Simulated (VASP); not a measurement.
A run of VASP 6.6.1 is set up as follows.

Contents of INCAR:

```
ALGO = Fast
EDIFF = 1E-6
ENCUT = 520
GGA = PE
ISIF = 2
ISMEAR = 0
LASPH = True
LCHARG = False
LREAL = False
LWAVE = False
NBANDS = 16
NELM = 100
PREC = Accurate
SIGMA = 0.15
```

The input KPOINTS:

```
k-points
0
Gamma
  18 18 10
```

Contents of POSCAR:

```
Ir
1.0
    2.6837000000      0.0000000000      0.0000000000
   -1.3418500000      2.3241523762      0.0000000000
    0.0000000000      0.0000000000      4.3787000000
Ir
2
Direct
    0.6666666667      0.3333333333      0.7500000000
    0.3333333333      0.6666666667      0.2500000000
```

Potentials or basis: VASP PAW PBE potentials, release 64 (Ir).

Run with:

```sh
$ cat potpaw_PBE.64/Ir/POTCAR > POTCAR
$ mpirun -np 1 vasp_std > vasp.out
```

**Question.** What does it give for the band gap on the k mesh?

**Answer.** Zero (band 9 reaches 12.23 eV, above the bottom of band 10 at 8.66 eV).

**Question.** What does it give for the pressure?

**Answer.** 26.9 GPa.

Stress tensor (GPa, compression positive):
```
27.78  0.00  0.00
 0.00 27.78  0.00
 0.00  0.00 25.25
```

Caveat: spin-orbit coupling is left out, which moves the levels of the heavy elements.
